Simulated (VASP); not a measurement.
The system is Li2BrF.

```
F Br Li
1.0
     1.73538    1.00192    5.46846
    -1.73538    1.00192    5.46846
     0.00000   -2.00384    5.46846
F Br Li
1 1 2
Direct
  0.00000 0.00000 0.00000
  0.50000 0.50000 0.50000
  0.26702 0.26702 0.26702
  0.73298 0.73298 0.73298
```

Program: VASP 6.6.1. Alike in all runs: task single point; no spin polarisation; cell as given; k mesh 6 × 6 × 6; cutoff (eV) 520; smearing gaussian 0.01 eV.

Task: Order these runs on this cell by their band gap on the k mesh, lowest first.
A. level LDA; potentials or basis VASP PAW LDA potentials, release 64 (F, Br, Li_sv)
B. level r2SCAN; potentials or basis VASP PAW PBE potentials, release 64 (F, Br, Li_sv)
C. level PBE; potentials or basis VASP PAW PBE potentials, release 64 (F, Br, Li_sv)

Result: A (3.13 eV), C (3.45 eV), B (4.16 eV).

A k mesh can miss the band edges.
